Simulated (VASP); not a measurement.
**Be2CdO3: relaxation of cell and atoms with PBE**

Crystal: Be2CdO3.

```
CELL_PARAMETERS angstrom
2.57032 0.00000 0.00000
0.00000 2.57032 0.00000
0.00000 0.00000 7.97647
ATOMIC_POSITIONS crystal
Be 0.50000 0.50000 0.84589
Be 0.50000 0.50000 0.15411
Cd 0.50000 0.50000 0.50000
O 0.00000 0.00000 0.00000
O 0.00000 0.00000 0.70675
O 0.00000 0.00000 0.29325
```

The cell was built from a structure type or drawn by symmetry, and may not be a known phase.

```json
{"Program": "VASP 6.6.1", "Task": "relaxation of cell and atoms", "Functional": "PBE", "Potentials or basis": "VASP PAW PBE potentials, release 64 (Be, Cd, O)", "Cutoff": "600 eV", "k mesh": "14 × 14 × 6", "Occupations": "gaussian, width 0.1 eV", "Spin": "no spin polarisation", "Dipole correction": "no", "Further INCAR settings": "ALGO = Normal; EDIFF = 1e-06; IBRION = 2; EDIFFG = -0.01; NSW = 100; ISIF = 3"}
```

The relaxed volume is 8.82 Å³/atom, the relaxed cell is a = 2.572 Å, b = 2.572 Å, c = 7.995 Å, α = 90.00°, β = 90.00°, γ = 90.00° and the space group after relaxing (to 0.1 Å) is P4/mmm (No. 123). The energy gained by relaxing is 0.3 meV/atom and the ionic steps are 5. The pressure after relaxing is 0.0 GPa, the largest force after relaxing is 0.008 eV/Å and the band gap on the k mesh is zero (bands 17 and 18 overlap by 0.47 eV).

Forces in eV/Å, atoms in the order of the input:
```
Be   0.000  0.000 -0.008
Be   0.000  0.000  0.008
Cd   0.000  0.000  0.000
O    0.000  0.000  0.000
O    0.000  0.000  0.007
O    0.000  0.000 -0.007
```

Stress tensor (GPa, compression positive):
```
 0.01  0.00  0.00
 0.00  0.01  0.00
 0.00  0.00 -0.17
```

The path:
| step | energy change (eV) | largest force (eV/Å) | pressure (GPa) | volume (Å³) |
| --- | --- | --- | --- | --- |
| 1 | 0.0000 | 0.1092 | 0.74 | 52.70 |
| 2 | -0.0013 | 0.0519 | -0.30 | 53.01 |
| 3 | -0.0014 | 0.0536 | -0.27 | 52.99 |
| 4 | -0.0018 | 0.0315 | -0.18 | 52.95 |
| 5 | -0.0021 | 0.0078 | -0.05 | 52.91 |

Final structure:
```xyz
6
Lattice="2.5723 0.0000 0.0000 0.0000 2.5723 0.0000 0.0000 0.0000 7.9955" Properties=species:S:1:pos:R:3 pbc="T T T"
Be    1.2862    1.2862    6.7679
Be    1.2862    1.2862    1.2275
Cd    1.2862    1.2862    3.9977
O     0.0000    0.0000    0.0000
O     0.0000    2.5723    5.6642
O     0.0000    0.0000    2.3313
```

Levels at points of the mesh, in eV from the Fermi level:
```csv
k point,band 14,band 15,band 16,band 17,band 18,band 19,band 20,band 21
"(0.00, 0.00, 0.00)",-1.19,-1.19,-0.71,-0.71,-0.48,2.93,3.71,6.90
"(0.50, 0.00, 0.00)",-0.83,-0.79,-0.31,-0.12,3.09,3.17,5.00,6.74
"(0.50, 0.50, 0.00)",-3.92,-3.62,-1.90,-0.09,2.73,3.94,4.00,5.08
"(0.00, 0.00, 0.50)",-1.53,-1.53,-0.58,-0.58,0.95,2.24,4.07,6.58
"(0.50, 0.00, 0.50)",-1.80,-0.92,-0.67,-0.14,2.54,4.09,5.93,6.24
"(0.50, 0.50, 0.50)",-3.17,-3.17,-2.26,0.00,2.72,3.96,3.99,4.02
```

It took 6.7 min on 1 thread of Intel(R) Xeon(R) 6975P-C (Granite Rapids), with other jobs on the host, peak memory 0.33 GiB.

Caveat: semilocal functionals underestimate gaps, so a narrow gap can read as zero.
